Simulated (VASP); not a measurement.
Input of a VASP 6.6.1 run:

POSCAR

```
AlN
1.0
    2.9824260097      0.0000000000      0.0000000000
   -1.4912130049      2.5828566893      0.0000000000
    0.0000000000      0.0000000000      4.7794478898
Al N
2 2
Direct
    0.3333333333      0.6666666667     -0.0036428645
    0.6666666667      0.3333333333      0.4963571355
    0.3333333333      0.6666666667      0.3786428645
    0.6666666667      0.3333333333      0.8786428645
```

The input INCAR.step1:

```
PREC = Accurate ; ENCUT = 500
EDIFF = 1E-8 ; ISMEAR = 0
SIGMA = 0.01 ; LREAL = False
LASPH = True ; NELM = 60
ALGO = Normal ; LWAVE = True
LCHARG = False ; GGA = PE
```

File INCAR.step2:

```
PREC = Accurate ; ENCUT = 500
EDIFF = 1E-8 ; ISMEAR = 0
SIGMA = 0.01 ; LREAL = False
LASPH = True ; NELM = 1
ALGO = Exact ; LWAVE = True
LCHARG = False ; GGA = PE
NBANDS = 161 ; LOPTICS = True
ISTART = 1
```

File INCAR.step3:

```
PREC = Accurate ; ENCUT = 500
EDIFF = 1E-8 ; ISMEAR = 0
SIGMA = 0.01 ; LREAL = False
LASPH = True ; ALGO = EVGW0
LWAVE = False ; LCHARG = False
GGA = PE ; NELMGW = 1
NBANDS = 161 ; ENCUTGW = 150.0
NOMEGA = 96 ; PRECFOCK = Fast
ISTART = 1 ; NBANDSGW = 16
OMEGAMAX = 20
```

Contents of KPOINTS:

```
regular mesh
0
Gamma
  6 6 4
```

Potentials or basis: VASP PAW PBE potentials, release 64 (Al_GW, N_GW).

Command:

```console
$ cat potpaw_PBE.64/Al_GW/POTCAR potpaw_PBE.64/N_GW/POTCAR > POTCAR
$ cp INCAR.step1 INCAR
$ mpirun -np 1 vasp_std > vasp.out
$ cp INCAR.step2 INCAR
$ mpirun -np 1 vasp_std > vasp.out
$ cp INCAR.step3 INCAR
$ mpirun -np 1 vasp_std > vasp.out
```

Problem. Estimate the quasiparticle gap.

Solution. 6.55 eV.

Problem. Predict the least direct quasiparticle gap.

Solution. 7.11 eV.

Problem. Predict the least direct gap of the starting levels on the mesh.

Solution. 5.35 eV.

Problem. Estimate the band gap of the starting levels on the mesh.

Solution. 5.09 eV.

Caveat: the k points lie up to 0.41 Å⁻¹ apart; bands, screening cutoff and mesh are small and nothing is extrapolated, so the quasiparticle values aren't converged.
